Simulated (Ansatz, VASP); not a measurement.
One calculation of CdO, two programs

```xyz
2
Lattice="0.0000 2.3495 2.3495 2.3495 0.0000 2.3495 2.3495 2.3495 0.0000" Properties=species:S:1:pos:R:3 pbc="T T T"
Cd    0.0000    0.0000    0.0000
O     2.3495    2.3495    2.3495
```

Alike in both runs: task single point; functional PBE; k mesh 10 × 10 × 10; occupations fermi-dirac, width 0.1 eV; non-collinear spin, spin-orbit coupling.

|  | VASP | Ansatz |
| --- | --- | --- |
| version | VASP 6.6.1 | Ansatz 0.2.0 |
| potentials or method | VASP PAW PBE potentials, release 64 (Cd, O) | plane waves, PAW |
| plane-wave cutoff (eV) | 600 | 420 |
| valence electrons in the cell | 18 | 26 |

```tsv
	VASP	Ansatz	Ansatz less VASP
net moment per atom (μB)	0.00	0.00	0.000
```

The functional is the same, so the differences come from potentials, cutoffs and numerics. VASP's potentials hold 18 valence electrons a cell and Ansatz's 26, so a difference there can come from the potentials and not from the codes.
